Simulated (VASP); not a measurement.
# TaSi2 (P6_422) in VASP: notebook

TaSi2 is run at these levels: PBE; tasks: single point.

Program: VASP 6.6.1. These are calculated values, not measurements. Logs are shortened: lines on timing, memory, paths and dates and some standing lists are left out, and cuts for length are marked.

## Step 1: The cell of the first run

Symmetry: P6_422, No. 181, hexagonal system. The conventional cell has a = 4.784 Å, b = 4.784 Å, c = 6.439 Å, α = 90.00°, β = 90.00°, γ = 120.00°. Ta (site symmetry 222) has 10 Si at 2.57 to 2.83 Å and 4 Ta at 3.21 Å within 3.4 Å. Si (site symmetry 2) has 9 Si at 2.52 to 3.30 Å and 5 Ta at 2.57 to 2.83 Å within 3.4 Å.

## Step 2: Single point, PBE (z stretched by -2 %, then relaxed in part)

File INCAR:

```
SYSTEM = TaSi2
ALGO = Normal
EDIFF = 1E-6
ENCUT = 520
GGA = PE
ISIF = 2
ISMEAR = -1
LASPH = .True.
LCHARG = .True.
LELF = .True.
LREAL = .False.
LVHAR = .True.
LWAVE = .False.
NBANDS = 38
NELM = 80
PREC = Accurate
SIGMA = 0.05
```

File KPOINTS:

```
k-points
0
Gamma
  11 11 7
  0 0 0
```

File POSCAR:

```
TaSi2
1.0
    4.7839004637      0.0000000000      0.0000000000
   -2.3919502318      4.1429793307      0.0000000000
    0.0000000000      0.0000000000      6.4386000000
Ta Si
3 6
Direct
    0.5000000000      0.0000000000      0.0000000000
    0.5000000000      0.5000000000      0.6666666667
    0.0000000000      0.5000000000      0.3333333333
    0.1584264025      0.3168528051      0.0000000000
    0.8415735975      0.1584264025      0.6666666667
    0.6831471949      0.8415735975      0.3333333333
    0.8415735975      0.6831471949      0.0000000000
    0.1584264025      0.8415735975      0.6666666667
    0.3168528051      0.1584264025      0.3333333333
```

Potentials or basis: VASP PAW PBE potentials, release 64 (Ta_pv, Si).

Started as:

```bash
$ cat potpaw_PBE.64/Ta_pv/POTCAR potpaw_PBE.64/Si/POTCAR > POTCAR
$ mpirun -np 1 vasp_std > vasp.out
```

OUTCAR:

```text
SYSTEM = TaSi2
   EDIFF = 1E-6
   ENCUT = 520
   GGA = PE
   ISIF = 2
   ISMEAR = -1
   LASPH = .True.
   LREAL = .False.
   NELM = 80
   PREC = Accurate

 ion  position               nearest neighbor table
   1  0.500  0.000  0.000-   6 2.57   9 2.57   8 2.57   5 2.57   4 2.73   7 2.73   7 2.73   4 2.73
                             4 2.83   7 2.83   2 3.21   2 3.21   3 3.21   3 3.21
   2  0.500  0.500  0.667-   4 2.57   7 2.57   6 2.57   9 2.57   5 2.73   8 2.73   8 2.73   5 2.73
                             8 2.83   5 2.83   1 3.21   1 3.21   3 3.21   3 3.21
   3  0.000  0.500  0.333-   4 2.57   7 2.57   5 2.57   8 2.57   9 2.73   6 2.73   9 2.73   6 2.73
                             6 2.83   9 2.83   1 3.21   1 3.21   2 3.21   2 3.21
   4  0.158  0.317  0.000-   5 2.52   9 2.52   3 2.57   2 2.57   7 2.63   1 2.73   1 2.73   1 2.83
                             7 2.83   7 2.83   8 3.13   6 3.13
   5  0.842  0.158  0.667-   4 2.52   6 2.52   1 2.57   3 2.57   8 2.63   2 2.73   2 2.73   2 2.83
                             8 2.83   8 2.83   7 3.13   9 3.13
   6  0.683  0.842  0.333-   7 2.52   5 2.52   1 2.57   2 2.57   9 2.63   3 2.73   3 2.73   3 2.83
                             9 2.83   9 2.83   4 3.13   8 3.13
   7  0.842  0.683  0.000-   8 2.52   6 2.52   3 2.57   2 2.57   4 2.63   1 2.73   1 2.73   1 2.83
                             4 2.83   4 2.83   5 3.13   9 3.13
   8  0.158  0.842  0.667-   7 2.52   9 2.52   1 2.57   3 2.57   5 2.63   2 2.73   2 2.73   2 2.83
                             5 2.83   5 2.83   4 3.13   6 3.13
   9  0.317  0.158  0.333-   4 2.52   8 2.52   1 2.57   2 2.57   6 2.63   3 2.73   3 2.73   3 2.83
                             6 2.83   6 2.83   7 3.13   5 3.13

  LATTYP: Found a hexagonal cell.
 ALAT       =     4.7839004637
 C/A-ratio  =     1.3458892067

  Lattice vectors:

 A1 = (   4.7839004637,   0.0000000000,   0.0000000000)
 A2 = (  -2.3919502318,   4.1429793307,   0.0000000000)
 A3 = (   0.0000000000,   0.0000000000,   6.4386000000)

Analysis of symmetry for initial positions (statically):
=====================================================================
 Subroutine PRICEL returns:
 Original cell was already a primitive cell.

 Routine SETGRP: Setting up the symmetry group for a
 hexagonal supercell.

 Subroutine GETGRP returns: Found 12 space group operations
 (whereof  4 operations were pure point group operations)
 out of a pool of 24 trial point group operations.

The static configuration has the point symmetry D_2 .
 The point group associated with its full space group is D_6 .

Analysis of symmetry for dynamics (positions and initial velocities):
=====================================================================
 Subroutine PRICEL returns:
 Original cell was already a primitive cell.

 Routine SETGRP: Setting up the symmetry group for a
 hexagonal supercell.

 Subroutine GETGRP returns: Found 12 space group operations
 (whereof  4 operations were pure point group operations)
 out of a pool of 24 trial point group operations.

The dynamic configuration has the point symmetry D_2 .
 The point group associated with its full space group is D_6 .

 Subroutine INISYM returns: Found 12 space group operations
 (whereof  4 operations are pure point group operations),
 and found     1 'primitive' translations

----------------------------------------------------------------------------------------

                                     Primitive cell

  volume of cell :     127.6105

  direct lattice vectors                    reciprocal lattice vectors
     4.783900464  0.000000000  0.000000000     0.209034450  0.120686096  0.000000000
    -2.391950232  4.142979331  0.000000000     0.000000000  0.241372191  0.000000000
     0.000000000  0.000000000  6.438600000     0.000000000  0.000000000  0.155313267

  length of vectors
     4.783900464  4.783900464  6.438600000     0.241372191  0.241372191  0.155313267

  position of ions in fractional coordinates (direct lattice)
     0.500000000  0.000000000  0.000000000
     0.500000000  0.500000000  0.666666667
     0.000000000  0.500000000  0.333333333
     0.158426402  0.316852805  0.000000000
     0.841573598  0.158426402  0.666666667
     0.683147195  0.841573598  0.333333333
     0.841573598  0.683147195  0.000000000
     0.158426402  0.841573598  0.666666667
     0.316852805  0.158426402  0.333333333

  ion indices of the primitive-cell ions
   primitive index   ion index
                 1           1
                 2           2
                 3           3
                 4           4
                 5           5
                 6           6
                 7           7
                 8           8
                 9           9

----------------------------------------------------------------------------------------

 KPOINTS: k-points

Automatic generation of k-mesh.
 Grid dimensions read from file:
 generate k-points for:   11   11    7

 Generating k-lattice:

  Cartesian coordinates                     Fractional coordinates (reciprocal lattice)
     0.019003132  0.010971463  0.000000000     0.090909091 -0.000000000  0.000000000
     0.000000000  0.021942926  0.000000000     0.000000000  0.090909091  0.000000000
     0.000000000  0.000000000  0.022187610     0.000000000  0.000000000  0.142857143

  Length of vectors
     0.021942926  0.021942926  0.022187610

  Shift w.r.t. Gamma in fractional coordinates (k-lattice)
     0.000000000  0.000000000  0.000000000

 Subroutine IBZKPT returns following result:
 ===========================================

 Found     64 irreducible k-points:

 Following reciprocal coordinates:
            Coordinates               Weight
  0.000000  0.000000  0.000000      1.000000
  0.090909  0.000000  0.000000      6.000000
  0.181818  0.000000  0.000000      6.000000
  0.272727  0.000000  0.000000      6.000000
  0.363636 -0.000000  0.000000      6.000000
  0.454545  0.000000  0.000000      6.000000
[... 16 lines left out ...]
  0.090909  0.090909  0.142857     12.000000
  0.181818  0.090909  0.142857     24.000000
 [... further k-points ...]
   k-points           NKPTS =     64   k-points in BZ     NKDIM =     64   number of bands    NBANDS=     38
   number of dos      NEDOS =    301   number of ions     NIONS =      9
   total plane-waves  NPLWV =  62208
   dimension x,y,z NGX =    36 NGY =   36 NGZ =   48
   dimension x,y,z NGXF=    72 NGYF=   72 NGZF=   96
   ions per type =               3   6
   NGX,Y,Z   is equivalent  to a cutoff of  12.51, 12.51, 12.39 a.u.
   NGXF,Y,Z  is equivalent  to a cutoff of  25.02, 25.02, 24.79 a.u.
 SYSTEM =  TaSi2
   PREC   = accura    normal or accurate (medium, high low for compatibility)
   ISTART =      0    job   : 0-new  1-cont  2-samecut
   ICHARG =      2    charge: 1-file 2-atom 10-const
   ISPIN  =      1    spin polarized calculation?
   LNONCOLLINEAR =      F non collinear calculations
   LSORBIT =      F    spin-orbit coupling
   LASPH  =      T    aspherical Exc in radial PAW
   ENCUT  =  520.0 eV  38.22 Ry    6.18 a.u.   8.89  8.89 11.97*2*pi/ulx,y,z
   NELM   =     80;   NELMIN=  2; NELMDL= -5     # of ELM steps
   EDIFF  = 0.1E-05   stopping-criterion for ELM
   LREAL  =      F    real-space projection
[... 7 lines left out ...]
   TEBEG  =    0.0;   TEEND  =   0.0 temperature during run
   PSTRESS=    0.0 pullay stress
   NELECT =      57.0000    total number of electrons
   NUPDOWN=      -1.0000    fix difference up-down
   EMIN   =  10.00;   EMAX   =-10.00  energy-range for DOS
   EFERMI =   0.00;   METHOD = LEGACY
   ISMEAR =    -1;   SIGMA  =   0.05  broadening in eV -4-tet -1-fermi 0-gaus
   EFERMI_NEDOS =   21; number of points for ismear=-14 and -15
   IALGO  =     38    algorithm
   IMIX   =      4    mixing-type and parameters
     AMIX     =   0.40;   BMIX     =  1.00
     AMIX_MAG =   1.60;   BMIX_MAG =  1.00
  volume/ion in A,a.u.               =      14.18        95.68
  Fermi-wavevector in a.u.,A,eV,Ry     =   1.251424  2.364848 21.307553  1.566061
  Thomas-Fermi vector in A             =   2.385372
   LORBIT       =      0    0 simple, 1 ext, 2 COOP (PROOUT), +10 PAW based schemes
   GGA     = PE    functional components
   LHFCALC =     F    Hartree Fock is set to
   AEXX    =    0.0000 exact exchange contribution
   IVDW    =     0    specifies the selected vdW correction
   LEPSILON=     F    determine dielectric tensor
   LRPA    =     F    only Hartree local field effects (RPA)
 non-spin polarized calculation
  energy-cutoff  :      520.00
  volume of cell :      127.61
 maximum number of plane-waves:      3459
 NGX is ok and might be reduce to    36
   NGX = 17   NGY = 17   NGZ = 23

 number of electron      57.0000002 magnetization

 Free energy of the ion-electron system (eV)
  ---------------------------------------------------
  ext. energy  EPLUGINS =         0.00000000
  ---------------------------------------------------
  free energy    TOTEN  =       -72.12588932 eV

  energy without entropy =      -72.09894806  energy(sigma->0) =      -72.11241869

 E-fermi :   9.5743     XC(G=0): -12.1654

 val. band max:        9.5707939245   @ k =   0.3636  -0.0000   0.4286
 cond. band min:       9.5773530809   @ k =   0.2727   0.2727   0.0000
 fundamental gap:      0.0065591564
 Fermi energy:         9.5743424386

 k-point     1 :       0.0000    0.0000    0.0000
  band No.  band energies     occupation
      1     -24.7372      2.00000
      2     -24.7180      2.00000
      3     -24.7180      2.00000
      4     -24.6650      2.00000
      5     -24.6650      2.00000
      6     -24.5546      2.00000
[... 30 lines left out ...]
     37      13.5223      0.00000
     38      13.8752      0.00000

 k-point     2 :       0.0909    0.0000    0.0000
  band No.  band energies     occupation
      1     -24.7456      2.00000
      2     -24.7209      2.00000
      3     -24.7112      2.00000
      4     -24.6646      2.00000
      5     -24.6633      2.00000
      6     -24.5548      2.00000
[... 894 lines left out ...]
 k-point    24 :       0.1818    0.0909    0.1429
  band No.  band energies     occupation
      1     -24.7632      2.00000
      2     -24.7413      2.00000
      3     -24.6941      2.00000
      4     -24.6646      2.00000
      5     -24.6508      2.00000
      6     -24.5746      2.00000
[... 30 lines left out ...]
     37      13.5371      0.00000
     38      13.6335      0.00000

 [... further k-points ...]

------------------------ aborting loop because EDIFF is reached ----------------------------------------

  FORCE on cell =-STRESS in cart. coord.  units (eV):
  Direction    XX          YY          ZZ          XY          YZ          ZX
  --------------------------------------------------------------------------------------
  -------------------------------------------------------------------------------------
  Total        3.4552826      3.4552826     10.8300143      0.0000000     -0.0000000      0.0000000
  in kB       43.3818235     43.3818235    135.9731840      0.0000000     -0.0000000      0.0000000
  external PRESSURE =      74.2456103 kB  Pullay stress =       0.0000000 kB

 VOLUME and BASIS-vectors are now :
 -----------------------------------------------------------------------------
  energy-cutoff  :      520.00
  volume of cell :      127.61
      direct lattice vectors                 reciprocal lattice vectors
     4.783900464  0.000000000  0.000000000     0.209034450  0.120686096  0.000000000
    -2.391950232  4.142979331  0.000000000     0.000000000  0.241372191  0.000000000
     0.000000000  0.000000000  6.438600000     0.000000000  0.000000000  0.155313267

 POSITION                                       TOTAL-FORCE (eV/Angst)
 -----------------------------------------------------------------------------------
      2.39195      0.00000      0.00000        -0.000000      0.000000      0.000000
      1.19598      2.07149      4.29240        -0.000000      0.000000     -0.000000
     -1.19598      2.07149      2.14620        -0.000000      0.000000      0.000000
     -0.00000      1.31271      0.00000        -0.000000     -0.003900      0.000000
      3.64706      0.65636      4.29240         0.003377     -0.001950      0.000000
      1.25511      3.48662      2.14620         0.003377      0.001950      0.000000
      2.39195      2.83026      0.00000         0.000000      0.003900      0.000000
     -1.25511      3.48662      4.29240        -0.003377      0.001950      0.000000
      1.13684      0.65636      2.14620        -0.003377     -0.001950      0.000000
 -----------------------------------------------------------------------------------
    total drift:                               -0.000000      0.000000     -0.000000

  FREE ENERGIE OF THE ION-ELECTRON SYSTEM (eV)
  ---------------------------------------------------
  free  energy   TOTEN  =       -72.1258893193 eV

  energy  without entropy=      -72.0989480646  energy(sigma->0) =      -72.11241869
```

Run time: 99 s. Hardware: 1 thread of Intel Xeon 6975P-C (Granite Rapids), shared host; peak memory 0.39 GiB.

Results:

- Free energy: -72.1259 eV
- Pressure: 7.4 GPa
- Largest force: 0.004 eV/Å
- Band gap on the k mesh: zero (an odd number of electrons rules out a gap without spin polarisation)

Forces on the atoms (eV/Å):
```
Ta   0.000  0.000  0.000
Ta   0.000  0.000  0.000
Ta   0.000  0.000  0.000
Si   0.000 -0.004  0.000
Si   0.003 -0.002  0.000
Si   0.003  0.002  0.000
Si   0.000  0.004  0.000
Si  -0.003  0.002  0.000
Si  -0.003 -0.002  0.000
```

Stress tensor (GPa, compression positive):
```
 4.34  0.00  0.00
 0.00  4.34  0.00
 0.00  0.00 13.60
```

Levels at points of the mesh, in eV from the Fermi level:
```
           k point  band 25  band 26  band 27  band 28  band 29  band 30  band 31  band 32  band 33  band 34
(0.00, 0.00, 0.00)    -2.35    -2.35    -2.25    -2.25    -1.52     0.84     2.96     2.96     3.53     3.64
```

Caveat: the cell differs from its parent crystal (z stretched by -2 %, then relaxed in part); the cell stands under pressure; spin-orbit coupling is left out, which moves the levels of the heavy elements.

(Continued in part 2 of 2.)
